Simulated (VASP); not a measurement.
# BN: single point with PBE

Crystal: BN.

```
B N
1.0
     0.00733    3.45416    2.10203
     1.24672   -0.04104    2.17249
     1.24405    3.49687   -0.06468
B N
1 1
Direct
  0.00626 0.99219 0.99966
  0.68231 0.64819 0.33493
```

This cell differs from its parent crystal: atoms moved at random and the cell strained at random.

```
Program             : VASP 6.6.1
Task                : single point
Functional          : PBE
Potentials or basis : VASP PAW PBE potentials, release 64 (B, N)
Cutoff              : 520 eV
k mesh              : 12 × 12 × 12
Occupations         : gaussian, width 0.02 eV
Spin                : no spin polarisation
```

```yaml
Pressure: 5.4 GPa
Largest_force: 0.717 eV/Å
Band_gap_on_the_k_mesh: 3.85 eV (least direct gap 4.59 eV)
```

Forces in eV/Å, atoms in the order of the input:
```
B   -0.407  0.519 -0.281
N    0.407 -0.519  0.281
```

Stress tensor (GPa, compression positive):
```
11.38  0.15 -0.40
 0.15  1.43  0.03
-0.40  0.03  3.49
```

Levels at points of the mesh, in eV from the valence-band top:
```csv
k point,band 1,band 2,band 3,band 4,band 5,band 6,band 7,band 8
"(0.00, 0.00, 0.00)",-17.93,-4.53,-1.54,-1.27,4.82,11.36,11.84,13.08
"(0.50, 0.00, 0.00)",-14.66,-8.98,-4.36,-1.03,4.56,9.73,13.54,16.01
"(0.00, 0.50, 0.00)",-14.73,-9.06,-4.16,-0.96,4.69,9.88,13.25,15.35
"(0.50, 0.50, 0.00)",-14.79,-9.13,-4.15,-0.62,5.78,9.60,12.29,13.70
"(0.00, 0.00, 0.50)",-14.67,-9.00,-4.35,-0.97,4.86,9.70,13.26,15.36
"(0.50, 0.00, 0.50)",-17.73,-6.17,-1.55,-1.27,9.56,11.36,11.75,12.07
"(0.00, 0.50, 0.50)",-14.69,-8.95,-4.19,-1.54,3.85,10.18,14.55,18.35
"(0.50, 0.50, 0.50)",-14.72,-9.04,-4.17,-1.00,4.42,9.91,13.50,15.94
```

Wall time 5.3 min on 1 thread of Intel Xeon 8259CL, on a shared host, peak memory 0.29 GiB.

Caveat: the cell differs from its parent crystal (atoms moved at random and the cell strained at random); the cell stands under pressure. A k mesh can miss the band edges.
